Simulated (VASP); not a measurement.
# AlN (P1) in VASP: single point with PBEsol

Aim: the single point of AlN with PBEsol.

The COD entry that gives the cell may itself be a prediction, so a difference from it is no test against experiment.

Program: VASP 6.6.1. These are calculated values, not measurements. Logs are shortened: lines on timing, memory, paths and dates and some standing lists are left out, and cuts for length are marked.

## (1) The cell of the first run

The typed cell holds 2 atoms: a = 2.767 Å, b = 2.850 Å, c = 2.815 Å, α = 59.73°, β = 60.33°, γ = 59.76°.

## (2) Single point, PBEsol

INCAR reads:

```
SYSTEM = AlN
PREC = Accurate ; ENCUT = 520
EDIFF = 1E-6 ; ISMEAR = 0
SIGMA = 0.01 ; LREAL = .FALSE.
LASPH = .TRUE. ; NELM = 80
ALGO = Normal ; ISIF = 2
LWAVE = .FALSE. ; LCHARG = .FALSE.
GGA = PS ; NBANDS = 11
```

KPOINTS reads:

```
Automatic mesh
0
G
  5 5 5
  0 0 0
```

POSCAR reads:

```
AlN
1.0
    0.0214000000      1.9417300000      1.9712700000
    2.0245100000     -0.0136500000      2.0063200000
    2.0138800000      1.9661600000     -0.0030200000
Al N
1 1
Direct
    0.9939900029      0.9996399985      0.0047399997
    0.4985499997      0.4806600011      0.5195599992
```

Potentials or basis: VASP PAW PBE potentials, release 64 (Al, N).

Launch:

```
cat potpaw_PBE.64/Al/POTCAR potpaw_PBE.64/N/POTCAR > POTCAR
mpirun -np 1 vasp_std > vasp.out
```

OUTCAR:

```text
SYSTEM = AlN
   PREC = Accurate
   ENCUT = 520
   EDIFF = 1E-6
   ISMEAR = 0
   LREAL = .FALSE.
   LASPH = .TRUE.
   NELM = 80
   ISIF = 2
   GGA = PS

 ion  position               nearest neighbor table
   1  0.994  1.000  0.005-   2 1.92   2 1.96   2 2.00   2 2.00   2 2.02   2 2.02
   2  0.499  0.481  0.520-   1 1.92   1 1.96   1 2.00   1 2.00   1 2.02   1 2.02

  LATTYP: Found a triclinic cell.
 ALAT       =     4.8614074683
 B/A-ratio  =     0.5789510943
 C/A-ratio  =     0.8188823962
 COS(alpha) =     0.0019981701
 COS(beta)  =     0.4183624955
 COS(gamma) =     0.8623261863

  Lattice vectors:

 A1 = (   2.0032500000,   3.9459700000,  -2.0123600000)
 A2 = (   2.0138800000,   1.9661600000,  -0.0030200000)
 A3 = (  -0.0320300000,   0.0380800000,  -3.9806100000)

Analysis of symmetry for initial positions (statically):
=====================================================================
 Subroutine PRICEL returns:
 Original cell was already a primitive cell.

 Routine SETGRP: Setting up the symmetry group for a
 triclinic supercell.

 Subroutine GETGRP returns: Found  1 space group operations
 (whereof  1 operations were pure point group operations)
 out of a pool of  2 trial point group operations.

The static configuration has the point symmetry C_1 .

Analysis of symmetry for dynamics (positions and initial velocities):
=====================================================================
 Subroutine PRICEL returns:
 Original cell was already a primitive cell.

 Routine SETGRP: Setting up the symmetry group for a
 triclinic supercell.

 Subroutine GETGRP returns: Found  1 space group operations
 (whereof  1 operations were pure point group operations)
 out of a pool of  2 trial point group operations.

The dynamic configuration has the point symmetry C_1 .

 Subroutine INISYM returns: Found  1 space group operations
 (whereof  1 operations are pure point group operations),
 and found     1 'primitive' translations

----------------------------------------------------------------------------------------

                                     Primitive cell

  volume of cell :      15.6738

  direct lattice vectors                    reciprocal lattice vectors
     0.021400000  1.941730000  1.971270000    -0.251674415  0.258175491  0.255712681
     2.024510000 -0.013650000  2.006320000     0.247654427 -0.253286078  0.246801996
     2.013880000  1.966160000 -0.003020000     0.250266634  0.251879577 -0.250821976

  length of vectors
     2.767070430  2.850288934  2.814517174     0.442022138  0.431738089  0.434727930

  position of ions in fractional coordinates (direct lattice)
     0.993990003  0.999639999  0.004740000
     0.498550000  0.480660001  0.519559999

  ion indices of the primitive-cell ions
   primitive index   ion index
                 1           1
                 2           2

----------------------------------------------------------------------------------------

 KPOINTS: Automatic mesh

Automatic generation of k-mesh.
 Grid dimensions read from file:
 generate k-points for:    5    5    5

 Generating k-lattice:

  Cartesian coordinates                     Fractional coordinates (reciprocal lattice)
    -0.050334883  0.051635098  0.051142536     0.200000000 -0.000000000  0.000000000
     0.049530885 -0.050657216  0.049360399    -0.000000000  0.200000000 -0.000000000
     0.050053327  0.050375915 -0.050164395    -0.000000000 -0.000000000  0.200000000

  Length of vectors
     0.088404428  0.086347618  0.086945586

  Shift w.r.t. Gamma in fractional coordinates (k-lattice)
     0.000000000  0.000000000  0.000000000

 Subroutine IBZKPT returns following result:
 ===========================================

 Found     63 irreducible k-points:

 Following reciprocal coordinates:
            Coordinates               Weight
  0.000000  0.000000  0.000000      1.000000
  0.200000  0.000000 -0.000000      2.000000
  0.400000  0.000000 -0.000000      2.000000
 -0.000000  0.200000  0.000000      2.000000
  0.200000  0.200000  0.000000      2.000000
  0.400000  0.200000 -0.000000      2.000000
[... 16 lines left out ...]
 -0.200000  0.200000  0.200000      2.000000
 -0.000000  0.400000  0.200000      2.000000
 [... further k-points ...]
   k-points           NKPTS =     63   k-points in BZ     NKDIM =     63   number of bands    NBANDS=     11
   number of dos      NEDOS =    301   number of ions     NIONS =      2
   total plane-waves  NPLWV =  13824
   dimension x,y,z NGX =    24 NGY =   24 NGZ =   24
   dimension x,y,z NGXF=    48 NGYF=   48 NGZF=   48
   ions per type =               1   1
   NGX,Y,Z   is equivalent  to a cutoff of  14.42, 14.00, 14.18 a.u.
   NGXF,Y,Z  is equivalent  to a cutoff of  28.84, 28.00, 28.35 a.u.
 SYSTEM =  AlN
   PREC   = accura    normal or accurate (medium, high low for compatibility)
   ISTART =      0    job   : 0-new  1-cont  2-samecut
   ICHARG =      2    charge: 1-file 2-atom 10-const
   ISPIN  =      1    spin polarized calculation?
   LNONCOLLINEAR =      F non collinear calculations
   LSORBIT =      F    spin-orbit coupling
   LASPH  =      T    aspherical Exc in radial PAW
   ENCUT  =  520.0 eV  38.22 Ry    6.18 a.u.   5.14  5.30  5.23*2*pi/ulx,y,z
   NELM   =     80;   NELMIN=  2; NELMDL= -5     # of ELM steps
   EDIFF  = 0.1E-05   stopping-criterion for ELM
   LREAL  =      F    real-space projection
   EDIFFG = 0.1E-04   stopping-criterion for IOM
   NSW    =      0    number of steps for IOM
   IBRION =     -1    ionic relax: 0-MD 1-quasi-New 2-CG
   NFREE  =      0    steps in history (QN), initial steepest desc. (CG)
   ISIF   =      2    stress and relaxation
   ISYM   =      2    0-nonsym 1-usesym 2-fastsym
   POTIM  = 0.5000    time-step for ionic-motion
   TEBEG  =    0.0;   TEEND  =   0.0 temperature during run
   PSTRESS=    0.0 pullay stress
   NELECT =       8.0000    total number of electrons
   NUPDOWN=      -1.0000    fix difference up-down
   EMIN   =  10.00;   EMAX   =-10.00  energy-range for DOS
   EFERMI =   0.00;   METHOD = LEGACY
   ISMEAR =     0;   SIGMA  =   0.01  broadening in eV -4-tet -1-fermi 0-gaus
   EFERMI_NEDOS =   21; number of points for ismear=-14 and -15
   IALGO  =     38    algorithm
   IMIX   =      4    mixing-type and parameters
     AMIX     =   0.40;   BMIX     =  1.00
     AMIX_MAG =   1.60;   BMIX_MAG =  1.00
  volume/ion in A,a.u.               =       7.84        52.89
  Fermi-wavevector in a.u.,A,eV,Ry     =   1.308317  2.472361 23.289005  1.711694
  Thomas-Fermi vector in A             =   2.438992
   LORBIT       =      0    0 simple, 1 ext, 2 COOP (PROOUT), +10 PAW based schemes
   GGA     = PS    functional components
   LHFCALC =     F    Hartree Fock is set to
   AEXX    =    0.0000 exact exchange contribution
   IVDW    =     0    specifies the selected vdW correction
   LEPSILON=     F    determine dielectric tensor
   LRPA    =     F    only Hartree local field effects (RPA)
 non-spin polarized calculation
 Gauss-broadening in eV      SIGMA  =   0.01
  energy-cutoff  :      520.00
  volume of cell :       15.67
 maximum number of plane-waves:       433
 NGX is ok and might be reduce to    24
   NGX = 11   NGY = 11   NGZ = 11

 number of electron       8.0000000 magnetization

 Free energy of the ion-electron system (eV)
  ---------------------------------------------------
  ext. energy  EPLUGINS =         0.00000000
  ---------------------------------------------------
  free energy    TOTEN  =       -15.35717091 eV

  energy without entropy =      -15.35717091  energy(sigma->0) =      -15.35717091

 E-fermi :  10.8631     XC(G=0): -12.7001

 val. band max:       10.8069267923   @ k =   0.0000   0.0000   0.0000
 cond. band min:      15.7345918810   @ k =   0.4000   0.0000   0.4000
 fundamental gap:      4.9276650888
 Fermi energy:        10.8631464959

 k-point     1 :       0.0000    0.0000    0.0000
  band No.  band energies     occupation
      1      -7.4463      2.00000
      2      10.4036      2.00000
      3      10.5823      2.00000
      4      10.8069      2.00000
      5      17.0011      0.00000
      6      22.4254      0.00000
      7      22.6960      0.00000
      8      23.3005      0.00000
      9      27.9646      0.00000
     10      28.3235      0.00000
     11      29.0511      0.00000

 k-point     2 :       0.2000    0.0000   -0.0000
  band No.  band energies     occupation
      1      -6.5704      2.00000
      2       7.5699      2.00000
      3       9.9632      2.00000
      4      10.0679      2.00000
      5      17.8476      0.00000
      6      21.8311      0.00000
      7      22.9903      0.00000
      8      23.3888      0.00000
      9      26.3791      0.00000
     10      26.7095      0.00000
     11      28.7458      0.00000

 k-point     3 :       0.4000    0.0000   -0.0000
  band No.  band energies     occupation
      1      -4.4202      2.00000
      2       2.9834      2.00000
      3       9.3058      2.00000
      4       9.4118      2.00000
      5      16.8298      0.00000
      6      21.5876      0.00000
      7      22.1007      0.00000
      8      24.3618      0.00000
      9      27.1002      0.00000
     10      30.3185      0.00000
     11      30.6445      0.00000
[... 267 lines left out ...]
 k-point    23 :      -0.2000    0.2000    0.2000
  band No.  band energies     occupation
      1      -4.6141      2.00000
      2       4.6112      2.00000
      3       7.8628      2.00000
      4       8.5424      2.00000
      5      17.6978      0.00000
      6      20.3247      0.00000
      7      21.7944      0.00000
      8      24.6843      0.00000
      9      27.7389      0.00000
     10      32.0818      0.00000
     11      32.3036      0.00000

 k-point    24 :      -0.0000    0.4000    0.2000
  band No.  band energies     occupation
      1      -4.6920      2.00000
      2       4.3510      2.00000
      3       7.8369      2.00000
      4       8.9345      2.00000
      5      18.3616      0.00000
      6      19.9887      0.00000
      7      21.7695      0.00000
      8      25.1434      0.00000
      9      27.4168      0.00000
     10      32.2451      0.00000
     11      32.5994      0.00000

 [... further k-points ...]

------------------------ aborting loop because EDIFF is reached ----------------------------------------

  FORCE on cell =-STRESS in cart. coord.  units (eV):
  Direction    XX          YY          ZZ          XY          YZ          ZX
  --------------------------------------------------------------------------------------
  -------------------------------------------------------------------------------------
  Total        1.1496759      2.1887365      1.5476054     -0.1614010      0.6548841     -0.5047672
  in kB      117.5196654    223.7322554    158.1959564    -16.4983795     66.9421385    -51.5972140
  external PRESSURE =     166.4826257 kB  Pullay stress =       0.0000000 kB

 VOLUME and BASIS-vectors are now :
 -----------------------------------------------------------------------------
  energy-cutoff  :      520.00
  volume of cell :       15.67
      direct lattice vectors                 reciprocal lattice vectors
     0.021400000  1.941730000  1.971270000    -0.251674415  0.258175491  0.255712681
     2.024510000 -0.013650000  2.006320000     0.247654427 -0.253286078  0.246801996
     2.013880000  1.966160000 -0.003020000     0.250266634  0.251879577 -0.250821976

 POSITION                                       TOTAL-FORCE (eV/Angst)
 -----------------------------------------------------------------------------------
      2.05460      1.92573      3.96501        -0.064222      0.453738     -0.266694
      2.03010      1.98303      1.94557         0.064222     -0.453738      0.266694
 -----------------------------------------------------------------------------------
    total drift:                               -0.000015     -0.000085      0.000062

  FREE ENERGIE OF THE ION-ELECTRON SYSTEM (eV)
  ---------------------------------------------------
  free  energy   TOTEN  =       -15.3571709055 eV

  energy  without entropy=      -15.3571709055  energy(sigma->0) =      -15.35717091
```

Wall time 21 s (1 thread of AMD EPYC 7R43 (Zen 3), shared host); peak memory 0.09 GiB.

What came out:

* Free energy: -15.3572 eV
* Pressure: 16.6 GPa
* Largest force: 0.530 eV/Å
* Band gap on the k mesh: 4.93 eV, indirect (least direct gap 6.19 eV)

Forces in eV/Å, atoms in the order of the input:
```
Al  -0.064  0.454 -0.267
N    0.064 -0.454  0.267
```

Stress tensor (GPa, compression positive):
```
11.75 -1.65 -5.16
-1.65 22.37  6.69
-5.16  6.69 15.82
```

Caveat: the k points lie up to 0.56 Å⁻¹ apart; the PAW data sets were made with another functional, which shifts forces and pressure a little.
